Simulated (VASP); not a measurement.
Crystal: HfO2.

```
Hf O
1.0
     5.32183    0.00000    0.00000
     0.00000    5.10292    0.00000
     0.00000    0.00000    5.13139
Hf O
4 8
Direct
  0.96699 0.73252 0.74144
  0.53301 0.73252 0.24144
  0.46699 0.26748 0.74144
  0.03301 0.26748 0.24144
  0.63213 0.92865 0.87927
  0.86787 0.92865 0.37927
  0.23395 0.53988 0.49229
  0.26605 0.53988 0.99229
  0.76605 0.46012 0.99229
  0.73395 0.46012 0.49229
  0.13213 0.07135 0.87927
  0.36787 0.07135 0.37927
```

Base run:

| Item | Value |
| --- | --- |
| Program | VASP 6.6.1 |
| Functional | PBE |
| Dispersion | D4 |
| Potentials or basis | VASP PAW PBE potentials, release 64 (Hf_pv, O) |
| Cutoff | 520 eV |
| k mesh | 5 × 6 × 5 |
| Occupations | fermi-dirac, width 0.05 eV |
| Spin | no spin polarisation |

Its results: band gap on the k mesh 4.23 eV (least direct gap 4.44 eV); pressure -10.7 GPa; largest force 0.191 eV/Å.

Q: After a change of settings the same cell gave: band gap on the k mesh 4.31 eV (least direct gap 4.50 eV); pressure -10.0 GPa; largest force 0.197 eV/Å. Which change was it?
A. functional from PBE to r2SCAN; further incar settings from ALGO = Normal; EDIFF = 1e-06; NBANDS = 56 to ALGO = Normal; EDIFF = 1e-07; NBANDS = 56
B. functional from PBE to RPBE
C. dispersion from D4 to D3(BJ); further incar settings from ALGO = Normal; EDIFF = 1e-06; NBANDS = 56 to ALGO = Normal; EDIFF = 1e-07; NBANDS = 56

A: B.

RPBE binds less tightly than PBE, so the same cell stands under more pressure.

Caveats: the cell stands under tension; spin-orbit coupling is left out, which moves the levels of the heavy elements; an odd mesh through Γ misses points on the zone boundary, where band edges can lie; the PAW data sets were made with another functional, which shifts forces and pressure a little (at least some runs).
